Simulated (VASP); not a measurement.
Runs of VASP 6.6.1 on TiC. The structure is that of space group I4/mmm (No. 139), or close to it. The cells are those of the table. 

```csv
cell,gap on the mesh (eV),pressure (GPa)
"a = 3.091, b = 3.091, c = 2.941 Å, angles 61.6, 61.6, 56.8°, 2 atoms",none,4.7
"a = 2.956, b = 2.956, c = 3.505 Å, angles 53.6, 53.6, 72.7°, 2 atoms",none,(b)
"a = 3.226, b = 3.226, c = 2.782 Å, angles 64.5, 64.5, 51.1°, 2 atoms",none,33.1
"a = 3.381, b = 3.381, c = 2.652 Å, angles 66.9, 66.9, 46.2°, 2 atoms",none,(a)
"a = 2.999, b = 2.999, c = 3.121 Å, angles 58.6, 58.6, 62.7°, 2 atoms",none,3.8
```

Alike in all rows: task single point; level PBEsol; potentials or basis VASP PAW PBE potentials, release 64 (Ti_sv, C); no spin polarisation; k mesh 26 × 26 × 26; cutoff (eV) 520; smearing gaussian 0.15 eV.

Problem. Fill in the values left out.

Solution. (a) 74.9; (b) 80.3.

Caveats: the PAW data sets were made with another functional, which shifts forces and pressure a little.

A gap of «none» marks levels without a gap at the run's occupations.
